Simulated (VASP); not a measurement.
# TiTe2 (P-3m1) in VASP: notebook, part 2 of 2

VASP 6.6.1. The steps go on from the part before.

## Step 4: Single point, PBE+D3(BJ) (25.93 Å³/atom)

This run uses another cell than the first one, of 25.93 Å³/atom.

INCAR reads:

```
PREC = Accurate ; ENCUT = 520
EDIFF = 1E-6 ; ISMEAR = 0
SIGMA = 0.1 ; LREAL = F
LASPH = T ; NELM = 80
ALGO = Normal ; ISIF = 2
LWAVE = F ; LCHARG = F
GGA = PE ; IVDW = 12
NBANDS = 19
```

KPOINTS reads:

```
Automatic mesh
0
Gamma
  12 12 8
```

POSCAR reads:

```
TiTe2
1.0
    3.7244404086      0.0000000000      0.0000000000
   -1.8622202043      3.2254600087      0.0000000000
    0.0000000000      0.0000000000      6.4754053033
Ti Te
1 2
Direct
    0.0000000000      0.0000000000      0.0000000000
    0.6666666667      0.3333333333      0.2671000235
    0.3333333333      0.6666666667      0.7328999765
```

Potentials or basis: VASP PAW PBE potentials, release 64 (Ti_sv, Te).

On the command line:

```bash
$ cat potpaw_PBE.64/Ti_sv/POTCAR potpaw_PBE.64/Te/POTCAR > POTCAR
$ mpirun -np 1 vasp_std > vasp.out
```

OUTCAR:

```text
PREC = Accurate
   ENCUT = 520
   EDIFF = 1E-6
   ISMEAR = 0
   LREAL = F
   LASPH = T
   NELM = 80
   ISIF = 2
   GGA = PE
   IVDW = 12
 IVDW          = 12

 ion  position               nearest neighbor table
   1  0.000  0.000  0.000-   2 2.76   3 2.76   3 2.76   2 2.76   2 2.76   3 2.76
   2  0.667  0.333  0.267-   1 2.76   1 2.76   1 2.76
   3  0.333  0.667  0.733-   1 2.76   1 2.76   1 2.76

  LATTYP: Found a hexagonal cell.
 ALAT       =     3.7244404086
 C/A-ratio  =     1.7386250263

  Lattice vectors:

 A1 = (   3.7244404086,   0.0000000000,   0.0000000000)
 A2 = (  -1.8622202043,   3.2254600087,   0.0000000000)
 A3 = (   0.0000000000,   0.0000000000,   6.4754053033)

Analysis of symmetry for initial positions (statically):
=====================================================================
 Subroutine PRICEL returns:
 Original cell was already a primitive cell.

 Routine SETGRP: Setting up the symmetry group for a
 hexagonal supercell.

 Subroutine GETGRP returns: Found 12 space group operations
 (whereof 12 operations were pure point group operations)
 out of a pool of 24 trial point group operations.

The static configuration has the point symmetry D_3d.

Analysis of symmetry for dynamics (positions and initial velocities):
=====================================================================
 Subroutine PRICEL returns:
 Original cell was already a primitive cell.

 Routine SETGRP: Setting up the symmetry group for a
 hexagonal supercell.

 Subroutine GETGRP returns: Found 12 space group operations
 (whereof 12 operations were pure point group operations)
 out of a pool of 24 trial point group operations.

The dynamic configuration has the point symmetry D_3d.

 Subroutine INISYM returns: Found 12 space group operations
 (whereof 12 operations are pure point group operations),
 and found     1 'primitive' translations

----------------------------------------------------------------------------------------

                                     Primitive cell

  volume of cell :      77.7893

  direct lattice vectors                    reciprocal lattice vectors
     3.724440409  0.000000000  0.000000000     0.268496711  0.155016648  0.000000000
    -1.862220204  3.225460009  0.000000000     0.000000000  0.310033297  0.000000000
     0.000000000  0.000000000  6.475405303     0.000000000  0.000000000  0.154430488

  length of vectors
     3.724440409  3.724440409  6.475405303     0.310033297  0.310033297  0.154430488

  position of ions in fractional coordinates (direct lattice)
     0.000000000  0.000000000  0.000000000
     0.666666667  0.333333333  0.267100023
     0.333333333  0.666666667  0.732899977

  ion indices of the primitive-cell ions
   primitive index   ion index
                 1           1
                 2           2
                 3           3

----------------------------------------------------------------------------------------

 KPOINTS: Automatic mesh

Automatic generation of k-mesh.
 Grid dimensions read from file:
 generate k-points for:   12   12    8

 Generating k-lattice:

  Cartesian coordinates                     Fractional coordinates (reciprocal lattice)
     0.022374726  0.012918054  0.000000000     0.083333333 -0.000000000  0.000000000
     0.000000000  0.025836108  0.000000000     0.000000000  0.083333333  0.000000000
     0.000000000  0.000000000  0.019303811     0.000000000  0.000000000  0.125000000

  Length of vectors
     0.025836108  0.025836108  0.019303811

  Shift w.r.t. Gamma in fractional coordinates (k-lattice)
     0.000000000  0.000000000  0.000000000

 Subroutine IBZKPT returns following result:
 ===========================================

 Found    131 irreducible k-points:

 Following reciprocal coordinates:
            Coordinates               Weight
  0.000000  0.000000  0.000000      1.000000
  0.083333  0.000000  0.000000      6.000000
  0.166667  0.000000  0.000000      6.000000
  0.250000  0.000000  0.000000      6.000000
  0.333333  0.000000  0.000000      6.000000
  0.416667  0.000000  0.000000      6.000000
[... 16 lines left out ...]
  0.166667  0.000000  0.125000      6.000000
  0.000000  0.166667  0.125000      6.000000
 [... further k-points ...]
   k-points           NKPTS =    131   k-points in BZ     NKDIM =    131   number of bands    NBANDS=     19
   number of dos      NEDOS =    301   number of ions     NIONS =      3
   total plane-waves  NPLWV =  37632
   dimension x,y,z NGX =    28 NGY =   28 NGZ =   48
   dimension x,y,z NGXF=    56 NGYF=   56 NGZF=   96
   ions per type =               1   2
   NGX,Y,Z   is equivalent  to a cutoff of  12.50, 12.50, 12.32 a.u.
   NGXF,Y,Z  is equivalent  to a cutoff of  25.00, 25.00, 24.65 a.u.
 SYSTEM =  unknown system
   PREC   = accura    normal or accurate (medium, high low for compatibility)
   ISTART =      0    job   : 0-new  1-cont  2-samecut
   ICHARG =      2    charge: 1-file 2-atom 10-const
   ISPIN  =      1    spin polarized calculation?
   LNONCOLLINEAR =      F non collinear calculations
   LSORBIT =      F    spin-orbit coupling
   LASPH  =      T    aspherical Exc in radial PAW
   ENCUT  =  520.0 eV  38.22 Ry    6.18 a.u.   6.92  6.92 12.04*2*pi/ulx,y,z
   NELM   =     80;   NELMIN=  2; NELMDL= -5     # of ELM steps
   EDIFF  = 0.1E-05   stopping-criterion for ELM
   LREAL  =      F    real-space projection
[... 7 lines left out ...]
   TEBEG  =    0.0;   TEEND  =   0.0 temperature during run
   PSTRESS=    0.0 pullay stress
   NELECT =      24.0000    total number of electrons
   NUPDOWN=      -1.0000    fix difference up-down
   EMIN   =  10.00;   EMAX   =-10.00  energy-range for DOS
   EFERMI =   0.00;   METHOD = LEGACY
   ISMEAR =     0;   SIGMA  =   0.10  broadening in eV -4-tet -1-fermi 0-gaus
   EFERMI_NEDOS =   21; number of points for ismear=-14 and -15
   IALGO  =     38    algorithm
   IMIX   =      4    mixing-type and parameters
     AMIX     =   0.40;   BMIX     =  1.00
     AMIX_MAG =   1.60;   BMIX_MAG =  1.00
  volume/ion in A,a.u.               =      25.93       174.98
  Fermi-wavevector in a.u.,A,eV,Ry     =   1.106213  2.090439 16.649542  1.223707
  Thomas-Fermi vector in A             =   2.242711
   LORBIT       =      0    0 simple, 1 ext, 2 COOP (PROOUT), +10 PAW based schemes
   GGA     = PE    functional components
   LHFCALC =     F    Hartree Fock is set to
   AEXX    =    0.0000 exact exchange contribution
   IVDW    =    12    specifies the selected vdW correction
   LEPSILON=     F    determine dielectric tensor
   LRPA    =     F    only Hartree local field effects (RPA)
 non-spin polarized calculation
 Gauss-broadening in eV      SIGMA  =   0.10
  energy-cutoff  :      520.00
  volume of cell :       77.79
 maximum number of plane-waves:      2113
   NGX = 13   NGY = 13   NGZ = 25

 number of electron      23.9999999 magnetization

 Free energy of the ion-electron system (eV)
  ---------------------------------------------------
  ext. energy  EPLUGINS =         0.00000000
  ---------------------------------------------------
  free energy    TOTEN  =       -16.18736896 eV

  energy without entropy =      -16.18136439  energy(sigma->0) =      -16.18436668

 E-fermi :   7.2295     XC(G=0): -10.0213

 val. band max:        7.2202895154   @ k =   0.4167   0.0000   0.0000
 cond. band min:       7.2344335011   @ k =   0.3333   0.0000   0.5000
 fundamental gap:      0.0141439858
 Fermi energy:         7.2295222601

 k-point     1 :       0.0000    0.0000    0.0000
  band No.  band energies     occupation
      1     -50.2007      2.00000
      2     -26.4626      2.00000
      3     -26.4626      2.00000
      4     -26.4223      2.00000
      5      -5.3681      2.00000
      6      -3.8047      2.00000
[... 11 lines left out ...]
     18      12.4654      0.00000
     19      13.3339      0.00000

 k-point     2 :       0.0833    0.0000    0.0000
  band No.  band energies     occupation
      1     -50.2004      2.00000
      2     -26.4659      2.00000
      3     -26.4633      2.00000
      4     -26.4216      2.00000
      5      -5.2869      2.00000
      6      -3.7604      2.00000
[... 476 lines left out ...]
 k-point    24 :       0.0000    0.1667    0.1250
  band No.  band energies     occupation
      1     -50.1998      2.00000
      2     -26.4748      2.00000
      3     -26.4654      2.00000
      4     -26.4195      2.00000
      5      -5.0071      2.00000
      6      -3.7166      2.00000
[... 11 lines left out ...]
     18      13.6041      0.00000
     19      14.1962      0.00000

 [... further k-points ...]

------------------------ aborting loop because EDIFF is reached ----------------------------------------

 Edisp (eV)   -1.52207

 E8    (eV) :    -0.7054

  FORCE on cell =-STRESS in cart. coord.  units (eV):
  Direction    XX          YY          ZZ          XY          YZ          ZX
  --------------------------------------------------------------------------------------
  -------------------------------------------------------------------------------------
  Total      -0.53984    -0.53984    -0.52989     0.00000     0.00000     0.00000
  in kB     -11.11883   -11.11883   -10.91390     0.00000     0.00000     0.00000
  external pressure =      -11.05 kB  Pullay stress =        0.00 kB

 VOLUME and BASIS-vectors are now :
 -----------------------------------------------------------------------------
  energy-cutoff  :      520.00
  volume of cell :       77.79
      direct lattice vectors                 reciprocal lattice vectors
     3.724440409  0.000000000  0.000000000     0.268496711  0.155016648  0.000000000
    -1.862220204  3.225460009  0.000000000     0.000000000  0.310033297  0.000000000
     0.000000000  0.000000000  6.475405303     0.000000000  0.000000000  0.154430488

 POSITION                                       TOTAL-FORCE (eV/Angst)
 -----------------------------------------------------------------------------------
      0.00000      0.00000      0.00000        -0.000000      0.000000      0.000000
      1.86222      1.07515      1.72958        -0.000000      0.000000      0.003524
     -0.00000      2.15031      4.74582         0.000000     -0.000000     -0.003524
 -----------------------------------------------------------------------------------
    total drift:                               -0.000000      0.000000     -0.000000

  FREE ENERGIE OF THE ION-ELECTRON SYSTEM (eV)
  ---------------------------------------------------
  free  energy   TOTEN  =       -17.7094369658 eV

  energy  without entropy=      -17.7034324013  energy(sigma->0) =      -17.70643468
```

stdout:

```text
POSCAR found type information on POSCAR TiTe
 POSCAR found :  2 types and       3 ions
 scaLAPACK will be used
 LDA part: xc-table for (Slater+PW92), standard interpolation
 POSCAR, INCAR and KPOINTS ok, starting setup
 FFT: planning ... GRIDC
 FFT: planning ... GRID_SOFT
 FFT: planning ... GRID
 WAVECAR not read
 entering main loop
```

It took 76 s on 1 thread of AMD EPYC 9R45 (Zen 5), shared host; peak memory 0.3 GiB.

Results:

```
Free energy                : -17.7094 eV
Pressure                   : -1.1 GPa
Largest force              : 0.004 eV/Å
Band gap on the k mesh     : zero (bands 12 and 13 overlap by 0.78 eV)
Dispersion energy per atom : -0.507 eV
```

Forces in eV/Å, atoms in the order of the input:
```
Ti   0.000  0.000  0.000
Te   0.000  0.000  0.004
Te   0.000  0.000 -0.004
```

Levels at points of the mesh, in eV from the Fermi level:
```csv
k point,band 10,band 11,band 12,band 13,band 14,band 15
"(0.00, 0.00, 0.00)",0.26,0.42,0.42,0.56,1.20,1.20
"(0.50, 0.00, 0.00)",-2.48,-1.73,-1.12,-0.03,1.22,1.57
"(0.00, 0.00, 0.50)",-1.53,0.41,0.41,0.84,0.84,1.03
"(0.50, 0.00, 0.50)",-2.04,-1.00,-0.52,-0.36,1.22,1.56
```

Caveat: spin-orbit coupling is left out, which moves the levels of the heavy elements.

## Step 5: Summary

```csv
cell,gap on the mesh (eV),pressure (GPa)
"a = 3.627, b = 3.627, c = 6.230 Å, angles 90.0, 90.0, 120.0°, 3 atoms, atomic positions A",none,3.1
"a = 3.665, b = 3.665, c = 6.299 Å, angles 90.0, 90.0, 120.0°, 3 atoms, atomic positions B",none,1.4
"a = 3.724, b = 3.724, c = 6.475 Å, angles 90.0, 90.0, 120.0°, 3 atoms, atomic positions C",none,-1.1
```

Alike in all rows: task single point; level PBE+D3(BJ); potentials or basis VASP PAW PBE potentials, release 64 (Ti_sv, Te); no spin polarisation; k mesh 12 × 12 × 8; cutoff (eV) 520; smearing gaussian 0.1 eV.

Caveats: spin-orbit coupling is left out, which moves the levels of the heavy elements; the cell stands under pressure (at least some runs).

Total energies depend on the potentials used, so only differences within one code and one set of settings carry meaning.

The gap in the log of VASP goes by the Fermi energy; the results here count the filled bands.